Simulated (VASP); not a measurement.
# ZrOs (Pm-3m) in VASP: notebook

ZrOs is run at these levels: LDA; tasks: single point.

Program: VASP 6.6.1. These are calculated values, not measurements. Logs are shortened: lines on timing, memory, paths and dates and some standing lists are left out, and cuts for length are marked.

## Step 1: The cell of the first run

Symmetry: Pm-3m, No. 221, cubic system. Conventional cell: a = 3.213 Å, b = 3.213 Å, c = 3.213 Å, α = 90.00°, β = 90.00°, γ = 90.00°. Zr (site symmetry m-3m) has 8 Os at 2.78 Å and 6 Zr at 3.21 Å within 3.7 Å. Os (site symmetry m-3m) has 8 Zr at 2.78 Å and 6 Os at 3.21 Å within 3.7 Å.

## Step 2: Single point, LDA

Contents of INCAR:

```
PREC     = Accurate       # precision mode
ENCUT    = 520            # plane-wave cutoff, eV
EDIFF    = 1E-6           # SCF threshold, eV
ISMEAR   = -1             # smearing method
SIGMA    = 0.05           # smearing width, eV
LREAL    = False          # projectors in reciprocal space
LASPH    = True           # aspherical terms in the spheres
NELM     = 100            # most SCF steps
ALGO     = Normal         # electronic algorithm
ISIF     = 2              # what is computed and relaxed
LWAVE    = False          # write WAVECAR
LCHARG   = False          # write CHGCAR
GGA      = CA             # functional
NBANDS   = 17             # bands
```

Contents of KPOINTS:

```
regular mesh
0
Gamma
  7 7 7
```

Contents of POSCAR:

```
ZrOs
1.0
    3.2131353506      0.0000000000      0.0000000000
    0.0000000000      3.2131353506      0.0000000000
    0.0000000000      0.0000000000      3.2131353506
Zr Os
1 1
Direct
    0.0000000000      0.0000000000      0.0000000000
    0.5000000000      0.5000000000      0.5000000000
```

Potentials or basis: VASP PAW LDA potentials, release 64 (Zr_sv, Os).

On the command line:

```bash
$ cat potpaw_LDA.64/Zr_sv/POTCAR potpaw_LDA.64/Os/POTCAR > POTCAR
$ mpirun -np 1 vasp_std > vasp.out
```

OUTCAR:

```text
PREC = Accurate
   ENCUT = 520
   EDIFF = 1E-6
   ISMEAR = -1
   LREAL = False
   LASPH = True
   NELM = 100
   ISIF = 2
   GGA = CA

 ion  position               nearest neighbor table
   1  0.000  0.000  0.000-   2 2.78   2 2.78   2 2.78   2 2.78   2 2.78   2 2.78   2 2.78   2 2.78

   2  0.500  0.500  0.500-   1 2.78   1 2.78   1 2.78   1 2.78   1 2.78   1 2.78   1 2.78   1 2.78

  LATTYP: Found a simple cubic cell.
 ALAT       =     3.2131353506

  Lattice vectors:

 A1 = (   3.2131353506,   0.0000000000,   0.0000000000)
 A2 = (   0.0000000000,   3.2131353506,   0.0000000000)
 A3 = (   0.0000000000,   0.0000000000,   3.2131353506)

Analysis of symmetry for initial positions (statically):
=====================================================================
 Subroutine PRICEL returns:
 Original cell was already a primitive cell.

 Routine SETGRP: Setting up the symmetry group for a
 simple cubic supercell.

 Subroutine GETGRP returns: Found 48 space group operations
 (whereof 48 operations were pure point group operations)
 out of a pool of 48 trial point group operations.

The static configuration has the point symmetry O_h .

Analysis of symmetry for dynamics (positions and initial velocities):
=====================================================================
 Subroutine PRICEL returns:
 Original cell was already a primitive cell.

 Routine SETGRP: Setting up the symmetry group for a
 simple cubic supercell.

 Subroutine GETGRP returns: Found 48 space group operations
 (whereof 48 operations were pure point group operations)
 out of a pool of 48 trial point group operations.

The dynamic configuration has the point symmetry O_h .

 Subroutine INISYM returns: Found 48 space group operations
 (whereof 48 operations are pure point group operations),
 and found     1 'primitive' translations

----------------------------------------------------------------------------------------

                                     Primitive cell

  volume of cell :      33.1732

  direct lattice vectors                    reciprocal lattice vectors
     3.213135351  0.000000000  0.000000000     0.311222495  0.000000000  0.000000000
     0.000000000  3.213135351  0.000000000     0.000000000  0.311222495  0.000000000
     0.000000000  0.000000000  3.213135351     0.000000000  0.000000000  0.311222495

  length of vectors
     3.213135351  3.213135351  3.213135351     0.311222495  0.311222495  0.311222495

  position of ions in fractional coordinates (direct lattice)
     0.000000000  0.000000000  0.000000000
     0.500000000  0.500000000  0.500000000

  ion indices of the primitive-cell ions
   primitive index   ion index
                 1           1
                 2           2

----------------------------------------------------------------------------------------

 KPOINTS: regular mesh

Automatic generation of k-mesh.
 Grid dimensions read from file:
 generate k-points for:    7    7    7

 Generating k-lattice:

  Cartesian coordinates                     Fractional coordinates (reciprocal lattice)
     0.044460356  0.000000000  0.000000000     0.142857143  0.000000000  0.000000000
     0.000000000  0.044460356  0.000000000     0.000000000  0.142857143  0.000000000
     0.000000000  0.000000000  0.044460356     0.000000000  0.000000000  0.142857143

  Length of vectors
     0.044460356  0.044460356  0.044460356

  Shift w.r.t. Gamma in fractional coordinates (k-lattice)
     0.000000000  0.000000000  0.000000000

 Subroutine IBZKPT returns following result:
 ===========================================

 Found     20 irreducible k-points:

 Following reciprocal coordinates:
            Coordinates               Weight
  0.000000  0.000000  0.000000      1.000000
  0.142857  0.000000  0.000000      6.000000
  0.285714  0.000000  0.000000      6.000000
  0.428571  0.000000  0.000000      6.000000
  0.142857  0.142857  0.000000     12.000000
  0.285714  0.142857  0.000000     24.000000
[... 12 lines left out ...]
  0.428571  0.428571  0.285714     24.000000
  0.428571  0.428571  0.428571      8.000000
   k-points           NKPTS =     20   k-points in BZ     NKDIM =     20   number of bands    NBANDS=     17
   number of dos      NEDOS =    301   number of ions     NIONS =      2
   total plane-waves  NPLWV =  13824
   dimension x,y,z NGX =    24 NGY =   24 NGZ =   24
   dimension x,y,z NGXF=    48 NGYF=   48 NGZF=   48
   ions per type =               1   1
   NGX,Y,Z   is equivalent  to a cutoff of  12.42, 12.42, 12.42 a.u.
   NGXF,Y,Z  is equivalent  to a cutoff of  24.83, 24.83, 24.83 a.u.
 SYSTEM =  unknown system
   PREC   = accura    normal or accurate (medium, high low for compatibility)
   ISTART =      0    job   : 0-new  1-cont  2-samecut
   ICHARG =      2    charge: 1-file 2-atom 10-const
   ISPIN  =      1    spin polarized calculation?
   LNONCOLLINEAR =      F non collinear calculations
   LSORBIT =      F    spin-orbit coupling
   LASPH  =      T    aspherical Exc in radial PAW
   ENCUT  =  520.0 eV  38.22 Ry    6.18 a.u.   5.97  5.97  5.97*2*pi/ulx,y,z
   NELM   =    100;   NELMIN=  2; NELMDL= -5     # of ELM steps
   EDIFF  = 0.1E-05   stopping-criterion for ELM
   LREAL  =      F    real-space projection
   EDIFFG = 0.1E-04   stopping-criterion for IOM
   NSW    =      0    number of steps for IOM
   IBRION =     -1    ionic relax: 0-MD 1-quasi-New 2-CG
   NFREE  =      0    steps in history (QN), initial steepest desc. (CG)
   ISIF   =      2    stress and relaxation
   ISYM   =      2    0-nonsym 1-usesym 2-fastsym
   POTIM  = 0.5000    time-step for ionic-motion
   TEBEG  =    0.0;   TEEND  =   0.0 temperature during run
   PSTRESS=    0.0 pullay stress
   NELECT =      20.0000    total number of electrons
   NUPDOWN=      -1.0000    fix difference up-down
   EMIN   =  10.00;   EMAX   =-10.00  energy-range for DOS
   EFERMI =   0.00;   METHOD = LEGACY
   ISMEAR =    -1;   SIGMA  =   0.05  broadening in eV -4-tet -1-fermi 0-gaus
   EFERMI_NEDOS =   21; number of points for ismear=-14 and -15
   IALGO  =     38    algorithm
   IMIX   =      4    mixing-type and parameters
     AMIX     =   0.40;   BMIX     =  1.00
     AMIX_MAG =   1.60;   BMIX_MAG =  1.00
  volume/ion in A,a.u.               =      16.59       111.93
  Fermi-wavevector in a.u.,A,eV,Ry     =   1.383001  2.613493 26.023749  1.912692
  Thomas-Fermi vector in A             =   2.507640
   LORBIT       =      0    0 simple, 1 ext, 2 COOP (PROOUT), +10 PAW based schemes
   GGA     = CA    functional components
   LHFCALC =     F    Hartree Fock is set to
   AEXX    =    0.0000 exact exchange contribution
   IVDW    =     0    specifies the selected vdW correction
   LEPSILON=     F    determine dielectric tensor
   LRPA    =     F    only Hartree local field effects (RPA)
 non-spin polarized calculation
  energy-cutoff  :      520.00
  volume of cell :       33.17
 maximum number of plane-waves:       911
 NGX is ok and might be reduce to    24
   NGX = 11   NGY = 11   NGZ = 11

 number of electron      20.0000000 magnetization

 Free energy of the ion-electron system (eV)
  ---------------------------------------------------
  ext. energy  EPLUGINS =         0.00000000
  ---------------------------------------------------
  free energy    TOTEN  =       -23.06457520 eV

  energy without entropy =      -23.05927375  energy(sigma->0) =      -23.06192447

 E-fermi :  10.1727     XC(G=0): -13.0710

 val. band max:        9.9341029213   @ k =   0.4286   0.4286   0.0000
 cond. band min:      10.2504265798   @ k =   0.4286   0.4286   0.0000
 fundamental gap:      0.3163236585
 Fermi energy:        10.1726823791

 k-point     1 :       0.0000    0.0000    0.0000
  band No.  band energies     occupation
      1     -38.1175      2.00000
      2     -16.1138      2.00000
      3     -16.1138      2.00000
      4     -16.1138      2.00000
      5       2.1974      2.00000
      6       4.7831      2.00000
[... 9 lines left out ...]
     16      18.7796      0.00000
     17      18.7796      0.00000

 k-point     2 :       0.1429    0.0000    0.0000
  band No.  band energies     occupation
      1     -38.1065      2.00000
      2     -16.2364      2.00000
      3     -16.1099      2.00000
      4     -16.1099      2.00000
      5       2.6649      2.00000
      6       5.0000      2.00000
[... 9 lines left out ...]
     16      17.5473      0.00000
     17      20.7300      0.00000

 k-point     3 :       0.2857    0.0000    0.0000
  band No.  band energies     occupation
      1     -38.0816      2.00000
      2     -16.5022      2.00000
      3     -16.1013      2.00000
      4     -16.1013      2.00000
      5       3.9060      2.00000
      6       5.6129      2.00000
[... 9 lines left out ...]
     16      15.9033      0.00000
     17      23.9600      0.00000

 k-point     4 :       0.4286    0.0000    0.0000
  band No.  band energies     occupation
      1     -38.0615      2.00000
      2     -16.7068      2.00000
      3     -16.0943      2.00000
      4     -16.0943      2.00000
      5       5.3359      2.00000
      6       6.3958      2.00000
[... 9 lines left out ...]
     16      16.0955      0.00000
     17      24.6154      0.00000

 k-point     5 :       0.1429    0.1429    0.0000
  band No.  band energies     occupation
      1     -38.0960      2.00000
      2     -16.2467      2.00000
      3     -16.2086      2.00000
      4     -16.1044      2.00000
      5       3.0826      2.00000
      6       5.2553      2.00000
[... 9 lines left out ...]
     16      18.5401      0.00000
     17      19.9956      0.00000

 k-point     6 :       0.2857    0.1429    0.0000
  band No.  band energies     occupation
      1     -38.0724      2.00000
      2     -16.4854      2.00000
      3     -16.2062      2.00000
      4     -16.0919      2.00000
      5       4.1474      2.00000
      6       5.7674      2.00000
[... 9 lines left out ...]
     16      16.8244      0.00000
     17      22.1781      0.00000

 k-point     7 :       0.4286    0.1429    0.0000
  band No.  band energies     occupation
      1     -38.0534      2.00000
      2     -16.6810      2.00000
      3     -16.1924      2.00000
      4     -16.0818      2.00000
      5       5.2612      2.00000
      6       6.3120      2.00000
[... 9 lines left out ...]
     16      16.2038      0.00000
     17      23.6945      0.00000

 k-point     8 :       0.2857    0.2857    0.0000
  band No.  band energies     occupation
      1     -38.0518      2.00000
      2     -16.4697      2.00000
      3     -16.4128      2.00000
      4     -16.0707      2.00000
      5       4.5646      2.00000
      6       5.8375      2.00000
[... 9 lines left out ...]
     16      17.3150      0.00000
     17      20.9249      0.00000
[... 123 lines left out ...]
      1     -38.0265      2.00000
      2     -16.6110      2.00000
      3     -16.4014      2.00000
      4     -16.1582      2.00000
      5       5.2064      2.00000
      6       5.9965      2.00000
[... 9 lines left out ...]
     16      17.6519      0.00000
     17      21.0064      0.00000

 k-point    16 :       0.4286    0.4286    0.1429
  band No.  band energies     occupation
      1     -38.0115      2.00000
      2     -16.5755      2.00000
      3     -16.5675      2.00000
      4     -16.1396      2.00000
      5       4.8427      2.00000
      6       5.6204      2.00000
[... 9 lines left out ...]
     16      17.6294      0.00000
     17      19.9422      0.00000

 k-point    17 :       0.2857    0.2857    0.2857
  band No.  band energies     occupation
      1     -38.0229      2.00000
      2     -16.4121      2.00000
      3     -16.4044      2.00000
      4     -16.4044      2.00000
      5       6.0546      2.00000
      6       6.6614      2.00000
[... 9 lines left out ...]
     16      19.2451      0.00000
     17      21.5697      0.00000

 k-point    18 :       0.4286    0.2857    0.2857
  band No.  band energies     occupation
      1     -38.0068      2.00000
      2     -16.5855      2.00000
      3     -16.3997      2.00000
      4     -16.3759      2.00000
      5       5.9859      2.00000
      6       6.3301      2.00000
[... 9 lines left out ...]
     16      18.9954      0.00000
     17      19.4012      0.00000

 k-point    19 :       0.4286    0.4286    0.2857
  band No.  band energies     occupation
      1     -37.9909      2.00000
      2     -16.5661      2.00000
      3     -16.5649      2.00000
      4     -16.3767      2.00000
      5       6.0428      2.00000
      6       6.4410      2.00000
[... 9 lines left out ...]
     16      18.6476      0.00000
     17      19.6732      0.00000

 k-point    20 :       0.4286    0.4286    0.4286
  band No.  band energies     occupation
      1     -37.9744      2.00000
      2     -16.5629      2.00000
      3     -16.5629      2.00000
      4     -16.5559      2.00000
      5       6.7541      2.00000
      6       7.2252      2.00000
[... 9 lines left out ...]
     16      20.1309      0.00000
     17      21.5881      0.00000

------------------------ aborting loop because EDIFF is reached ----------------------------------------

  FORCE on cell =-STRESS in cart. coord.  units (eV):
  Direction    XX          YY          ZZ          XY          YZ          ZX
  --------------------------------------------------------------------------------------
  -------------------------------------------------------------------------------------
  Total        0.8630183      0.8630183      0.8630183     -0.0000000      0.0000000     -0.0000000
  in kB       41.6815182     41.6815182     41.6815182     -0.0000000      0.0000000     -0.0000000
  external PRESSURE =      41.6815182 kB  Pullay stress =       0.0000000 kB

 VOLUME and BASIS-vectors are now :
 -----------------------------------------------------------------------------
  energy-cutoff  :      520.00
  volume of cell :       33.17
      direct lattice vectors                 reciprocal lattice vectors
     3.213135351  0.000000000  0.000000000     0.311222495  0.000000000  0.000000000
     0.000000000  3.213135351  0.000000000     0.000000000  0.311222495  0.000000000
     0.000000000  0.000000000  3.213135351     0.000000000  0.000000000  0.311222495

 POSITION                                       TOTAL-FORCE (eV/Angst)
 -----------------------------------------------------------------------------------
      0.00000      0.00000      0.00000         0.000000      0.000000      0.000000
      1.60657      1.60657      1.60657         0.000000      0.000000      0.000000
 -----------------------------------------------------------------------------------
    total drift:                                0.000000      0.000000     -0.000000

  FREE ENERGIE OF THE ION-ELECTRON SYSTEM (eV)
  ---------------------------------------------------
  free  energy   TOTEN  =       -23.0645751982 eV

  energy  without entropy=      -23.0592737467  energy(sigma->0) =      -23.06192447
```

Run time: 5 s. Hardware: 1 thread of Intel Xeon 6975P-C, shared host; peak memory 0.13 GiB.

Results:

```
Free energy            : -23.0646 eV
Pressure               : 4.2 GPa
Band gap on the k mesh : zero (band 10 reaches 10.25 eV, above the bottom of band 11 at 9.54 eV)
```

Caveat: spin-orbit coupling is left out, which moves the levels of the heavy elements.

## Step 3: Single point, LDA

This run uses another cell than the first one, of 17.09 Å³/atom, 1.030 times its volume.

Contents of INCAR:

```
SYSTEM = ZrOs
  PREC = Accurate
  ENCUT = 520
  EDIFF = 1E-6
  ISMEAR = -1
  SIGMA = 0.05
  LREAL = .FALSE.
  LASPH = .TRUE.
  NELM = 80
  ALGO = Normal
  ISIF = 2
  LWAVE = .FALSE.
  LCHARG = .FALSE.
  GGA = CA
  NBANDS = 17
```

Contents of KPOINTS:

```
regular mesh
0
G
  7 7 7
  0 0 0
```

Contents of POSCAR:

```
ZrOs
1.0
    3.2454303321      0.0000000000      0.0000000000
    0.0000000000      3.2454303321      0.0000000000
    0.0000000000      0.0000000000      3.2454303321
Zr Os
1 1
Direct
    0.0000000000      0.0000000000      0.0000000000
    0.5000000000      0.5000000000      0.5000000000
```

Potentials or basis: VASP PAW LDA potentials, release 64 (Zr_sv, Os).

On the command line:

```bash
$ cat potpaw_LDA.64/Zr_sv/POTCAR potpaw_LDA.64/Os/POTCAR > POTCAR
$ mpirun -np 1 vasp_std > vasp.out
```

Run time: 4.3 s. Hardware: 1 thread of Intel Xeon 6975P-C, shared host; peak memory 0.13 GiB.

It converged, with:

| Quantity | Value |
| --- | --- |
| Free energy | -23.0686 eV |
| Pressure | -3.0 GPa |
| Band gap on the k mesh | zero (band 10 reaches 9.81 eV, above the bottom of band 11 at 9.16 eV) |

Levels at points of the mesh, in eV from the Fermi level:
```
           k point  band 8  band 9  band 10  band 11  band 12  band 13
(0.00, 0.00, 0.00)   -1.48   -1.48    -1.48     2.26     2.26     5.40
```

Caveat: spin-orbit coupling is left out, which moves the levels of the heavy elements.
